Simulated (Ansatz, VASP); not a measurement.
Rh in VASP and in Ansatz

```
Rh
1.0
     2.71265    0.00000    0.00000
    -1.35632    2.34922    0.00000
     0.00000    0.00000    4.39877
Rh
2
Cartesian
  0.0000 1.5661 1.0997
  1.3563 0.7831 3.2991
```

Change from the starting cell: volume scaled by 0.98.

Alike in both runs: task single point; functional LDA; k mesh 11 × 11 × 6; occupations fermi-dirac, width 0.05 eV; no spin polarisation.

|  | VASP | Ansatz |
| --- | --- | --- |
| version | VASP 6.6.1 | Ansatz 0.2.0 |
| potentials or method | VASP PAW LDA potentials, release 64 (Rh_pv), cutoff 520 eV | all-electron LAPW, scalar-relativistic |

Ansatz gave:

| Property | Result |
| --- | --- |
| gap on the k mesh at the Fermi level (eV) | none |
| pressure (GPa) | -14.9 |
| traceless stress, the component that is largest in VASP (GPa) | -0.95 |

Task: Estimate VASP's values.

Result: gap on the k mesh at the Fermi level (eV): none; pressure (GPa): -14.1; traceless stress, the component that is largest in VASP (GPa): -0.92.

LDA's correlation is that of Perdew and Zunger in VASP and of Perdew and Wang (1992) in Ansatz. A gap of «none» marks a metal or a gap that the smearing closes. Ansatz ran all-electron here, and VASP with PAW potentials.
